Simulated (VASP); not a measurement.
# ZnO (zincite) (P6_3mc) in VASP: a series of runs, part 2 of 2

VASP 6.6.1. The steps go on from the part before.

**5. Single point, PBE**

This run uses another cell than the first one, of 11.90 Å³/atom, 1.136 times its volume.

Input file INCAR:

```
PREC = Accurate
ENCUT = 520
EDIFF = 1E-6
ISMEAR = 0
SIGMA = 0.01
LREAL = False
LASPH = True
NELM = 100
ALGO = Normal
ISIF = 2
LWAVE = False
LCHARG = False
GGA = PE
NBANDS = 26
```

Input file KPOINTS:

```
regular mesh
0
Gamma
  7 7 4
```

Input file POSCAR:

```
ZnO
1.0
    3.2493080000      0.0000000000      0.0000000000
   -1.6246540000      2.8139830000      0.0000000000
    0.0000000000      0.0000000000      5.2057090000
Zn O
2 2
Direct
    0.3333333333      0.6666666667      0.5000000000
    0.6666666667      0.3333333333      0.0000000000
    0.6666666667      0.3333333333      0.3790100000
    0.3333333333      0.6666666667      0.8790100000
```

Potentials or basis: VASP PAW PBE potentials, release 64 (Zn, O).

Run with:

```console
> cat potpaw_PBE.64/Zn/POTCAR potpaw_PBE.64/O/POTCAR > POTCAR
> mpirun -np 1 vasp_std > vasp.out
```

OUTCAR:

```text
PREC = Accurate
   ENCUT = 520
   EDIFF = 1E-6
   ISMEAR = 0
   LREAL = False
   LASPH = True
   NELM = 100
   ISIF = 2
   GGA = PE

 ion  position               nearest neighbor table
   1  0.333  0.667  0.500-   4 1.97   3 1.98   3 1.98   3 1.98
   2  0.667  0.333  0.000-   3 1.97   4 1.98   4 1.98   4 1.98
   3  0.667  0.333  0.379-   2 1.97   1 1.98   1 1.98   1 1.98
   4  0.333  0.667  0.879-   1 1.97   2 1.98   2 1.98   2 1.98

  LATTYP: Found a hexagonal cell.
 ALAT       =     3.2493080000
 C/A-ratio  =     1.6020977390

  Lattice vectors:

 A1 = (   3.2493080000,   0.0000000000,   0.0000000000)
 A2 = (  -1.6246540000,   2.8139830000,   0.0000000000)
 A3 = (   0.0000000000,   0.0000000000,   5.2057090000)

Analysis of symmetry for initial positions (statically):
=====================================================================
 Subroutine PRICEL returns:
 Original cell was already a primitive cell.

 Routine SETGRP: Setting up the symmetry group for a
 hexagonal supercell.

 Subroutine GETGRP returns: Found 12 space group operations
 (whereof  6 operations were pure point group operations)
 out of a pool of 24 trial point group operations.

The static configuration has the point symmetry C_3v.
 The point group associated with its full space group is C_6v.

Analysis of symmetry for dynamics (positions and initial velocities):
=====================================================================
 Subroutine PRICEL returns:
 Original cell was already a primitive cell.

 Routine SETGRP: Setting up the symmetry group for a
 hexagonal supercell.

 Subroutine GETGRP returns: Found 12 space group operations
 (whereof  6 operations were pure point group operations)
 out of a pool of 24 trial point group operations.

The dynamic configuration has the point symmetry C_3v.
 The point group associated with its full space group is C_6v.

 Subroutine INISYM returns: Found 12 space group operations
 (whereof  6 operations are pure point group operations),
 and found     1 'primitive' translations
[... 116 lines left out ...]
   IMIX   =      4    mixing-type and parameters
     AMIX     =   0.40;   BMIX     =  1.00
     AMIX_MAG =   1.60;   BMIX_MAG =  1.00
  volume/ion in A,a.u.               =      11.90        80.30
  Fermi-wavevector in a.u.,A,eV,Ry     =   1.491574  2.818667 30.270162  2.224794
  Thomas-Fermi vector in A             =   2.604212
   LORBIT       =      0    0 simple, 1 ext, 2 COOP (PROOUT), +10 PAW based schemes
   GGA     = PE    functional components
   LHFCALC =     F    Hartree Fock is set to
   AEXX    =    0.0000 exact exchange contribution
   IVDW    =     0    specifies the selected vdW correction
   LEPSILON=     F    determine dielectric tensor
   LRPA    =     F    only Hartree local field effects (RPA)
 non-spin polarized calculation
 Gauss-broadening in eV      SIGMA  =   0.01
  energy-cutoff  :      520.00
  volume of cell :       47.60
 maximum number of plane-waves:      1304
   NGX = 13   NGY = 13   NGZ = 19

 number of electron      36.0000017 magnetization

 Free energy of the ion-electron system (eV)
  ---------------------------------------------------
  ext. energy  EPLUGINS =         0.00000000
  ---------------------------------------------------
  free energy    TOTEN  =       -17.82131577 eV

  energy without entropy =      -17.82131577  energy(sigma->0) =      -17.82131577

 E-fermi :   1.2823     XC(G=0): -10.9112

 val. band max:        1.2017455396   @ k =   0.0000   0.0000   0.0000
 cond. band min:       1.9912359613   @ k =   0.0000   0.0000   0.0000
 fundamental gap:      0.7894904217
 Fermi energy:         1.2822707651

 k-point     1 :       0.0000    0.0000    0.0000
  band No.  band energies     occupation
      1     -16.8867      2.00000
      2     -16.1554      2.00000
      3      -4.4865      2.00000
      4      -4.4865      2.00000
      5      -4.4471      2.00000
      6      -4.4257      2.00000
[... 685 lines left out ...]
     25      16.2016      0.00000
     26      16.2016      0.00000

------------------------ aborting loop because EDIFF is reached ----------------------------------------

  FORCE on cell =-STRESS in cart. coord.  units (eV):
  Direction    XX          YY          ZZ          XY          YZ          ZX
  --------------------------------------------------------------------------------------
  -------------------------------------------------------------------------------------
  Total        1.6116407      1.6116403      2.1327775      0.0000000     -0.0000000      0.0000000
  in kB       54.2483534     54.2483429     71.7899915      0.0000000     -0.0000000      0.0000000
  external PRESSURE =      60.0955626 kB  Pullay stress =       0.0000000 kB

 VOLUME and BASIS-vectors are now :
 -----------------------------------------------------------------------------
  energy-cutoff  :      520.00
  volume of cell :       47.60
      direct lattice vectors                 reciprocal lattice vectors
     3.249308000  0.000000000  0.000000000     0.307757836  0.177684087  0.000000000
    -1.624654000  2.813983000  0.000000000     0.000000000  0.355368174  0.000000000
     0.000000000  0.000000000  5.205709000     0.000000000  0.000000000  0.192096792

 POSITION                                       TOTAL-FORCE (eV/Angst)
 -----------------------------------------------------------------------------------
     -0.00000      1.87599      2.60285        -0.000000      0.000000     -0.074232
      1.62465      0.93799      0.00000        -0.000000     -0.000000     -0.074232
      1.62465      0.93799      1.97302        -0.000000     -0.000000      0.074232
     -0.00000      1.87599      4.57587         0.000000      0.000000      0.074232
 -----------------------------------------------------------------------------------
    total drift:                               -0.000000     -0.000000     -0.000199

  FREE ENERGIE OF THE ION-ELECTRON SYSTEM (eV)
  ---------------------------------------------------
  free  energy   TOTEN  =       -17.8213157659 eV

  energy  without entropy=      -17.8213157659  energy(sigma->0) =      -17.82131577
```

It took 10 s on 1 thread of Intel Xeon 6975P-C (Granite Rapids), shared host; peak memory 0.16 GiB.

What came out:

```yaml
Free_energy: -17.8213 eV
Pressure: 6.0 GPa
Largest_force: 0.074 eV/Å
Band_gap_on_the_k_mesh: 0.79 eV, direct
```

Forces in eV/Å, atoms in the order of the input:
```
Zn   0.000  0.000 -0.074
Zn   0.000  0.000 -0.074
O    0.000  0.000  0.074
O    0.000  0.000  0.074
```

Stress tensor (GPa, compression positive):
```
5.42 0.00 0.00
0.00 5.42 0.00
0.00 0.00 7.18
```

Expect the measured gap to be larger: semilocal functionals such as PBE lack the derivative discontinuity.

**6. Summary**

```tsv
cell	gap on the mesh (eV)	pressure (GPa)	largest force (eV/Å)
a = 3.114, b = 3.114, c = 4.989 Å, angles 90.0, 90.0, 120.0°, 4 atoms	0.97	32.0	0.13
a = 3.160, b = 3.160, c = 5.063 Å, angles 90.0, 90.0, 120.0°, 4 atoms	0.91	21.4	0.11
a = 3.205, b = 3.205, c = 5.135 Å, angles 90.0, 90.0, 120.0°, 4 atoms	0.85	12.9	0.09
a = 3.249, b = 3.249, c = 5.206 Å, angles 90.0, 90.0, 120.0°, 4 atoms	0.79	6.0	0.07
```

Alike in all rows: task single point; level PBE; potentials or basis VASP PAW PBE potentials, release 64 (Zn, O); no spin polarisation; k mesh 7 × 7 × 4; cutoff (eV) 520; smearing gaussian 0.01 eV.

Absolute energies hang on the potentials; compare differences alone.
